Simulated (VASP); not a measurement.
Crystal: SbBr.

```
Sb Br
1.0
     4.01047    0.00000    0.00000
    -2.00524    3.47317    0.00000
     0.00000    0.00000    7.48568
Sb Br
2 2
Direct
  0.33333 0.66667 0.25000
  0.66667 0.33333 0.75000
  0.00000 0.00000 0.00000
  0.00000 0.00000 0.50000
```

| Item | Value |
| --- | --- |
| Program | VASP 6.6.1 |
| Task | relaxation of cell and atoms |
| Functional | PBE |
| Potentials or basis | VASP PAW PBE potentials, release 64 (Sb, Br) |
| Cutoff | 600 eV |
| k mesh | 6 × 6 × 2 |
| Occupations | gaussian, width 0.1 eV |
| Spin | no spin polarisation |

At the start: pressure 8.9 GPa; volume 26.07 Å³/atom.

How do energy, volume and symmetry change on relaxing?

Over 15 steps the energy falls by 401.1 meV/atom and the volume is 26.70 Å³/atom (+2.4 %); space group P6_3/mmc (No. 194, to 0.05 Å).

The path:
| step | energy change (eV) | largest force (eV/Å) | pressure (GPa) | volume (Å³) |
| --- | --- | --- | --- | --- |
| 1 | 0.0000 | 0.0000 | 8.86 | 104.27 |
| 2 | -0.5607 | 0.0000 | -1.89 | 127.41 |
| 3 | -0.5717 | 0.0000 | -0.97 | 124.06 |
| 4 | -0.7029 | 0.0000 | -1.17 | 122.79 |
| 5 | -1.1423 | 0.0000 | -1.68 | 117.89 |
| 6 | -1.2789 | 0.0000 | 1.62 | 104.03 |
| 7 | -1.4654 | 0.0000 | -1.95 | 113.70 |
| 8 | -1.5839 | 0.0000 | -1.09 | 109.11 |
| 9 | -1.5868 | 0.0000 | -1.48 | 110.44 |
| 10 | -1.5892 | 0.0000 | -1.39 | 110.08 |
| 11 | -1.5566 | 0.0000 | 2.86 | 101.32 |
| 12 | -1.6036 | 0.0000 | -0.06 | 106.85 |
| 13 | -1.6036 | 0.0000 | -0.03 | 106.79 |
| 14 | -1.6039 | 0.0000 | 0.05 | 106.78 |
| 15 | -1.6043 | 0.0000 | 0.01 | 106.78 |

Final structure:
```yaml
crystal:
  lattice:
    - [3.51756, 0.00000, 0.00000]
    - [-1.75878, 3.04630, 0.00000]
    - [0.00000, 0.00000, 9.96533]
  atoms:
    - { symbol: Sb, position: [0.33333, 0.66667, 0.25000] }
    - { symbol: Sb, position: [0.66667, 0.33333, 0.75000] }
    - { symbol: Br, position: [0.00000, 0.00000, 0.00000] }
    - { symbol: Br, position: [0.00000, 0.00000, 0.50000] }
```

Caveat: the k points lie up to 0.34 Å⁻¹ apart in the final cell.
